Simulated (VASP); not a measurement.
Input of a VASP 6.6.1 run:

Contents of INCAR:

```
SYSTEM = Ti
PREC     = Accurate       ! precision mode
ENCUT    = 520            ! plane-wave cutoff, eV
EDIFF    = 1E-6           ! SCF threshold, eV
ISMEAR   = -1             ! smearing method
SIGMA    = 0.05           ! smearing width, eV
LREAL    = .False.        ! projectors in reciprocal space
LASPH    = .True.         ! aspherical terms in the spheres
NELM     = 100            ! most SCF steps
ALGO     = Normal         ! electronic algorithm
ISIF     = 2              ! what is computed and relaxed
LWAVE    = .False.        ! write WAVECAR
LCHARG   = .False.        ! write CHGCAR
GGA      = PE             ! functional
NBANDS   = 12             ! bands
```

Contents of KPOINTS:

```
regular mesh
0
Gamma
  11 11 11
  0 0 0
```

The input POSCAR:

```
Ti
1.0
   -1.6274328311      1.6274328311      1.6274328311
    1.6274328311     -1.6274328311      1.6274328311
    1.6274328311      1.6274328311     -1.6274328311
Ti
1
Direct
    0.0000000000      0.0000000000      0.0000000000
```

Potentials or basis: VASP PAW PBE potentials, release 64 (Ti_sv).

Launch:

```console
$ cat potpaw_PBE.64/Ti_sv/POTCAR > POTCAR
$ mpirun -np 1 vasp_std > vasp.out
```

(1) Estimate the pressure.

(2) Estimate the band gap on the k mesh.

## Answers

(1) -0.2 GPa.

(2) zero (band 6 reaches 9.17 eV, above the bottom of band 7 at 7.56 eV).
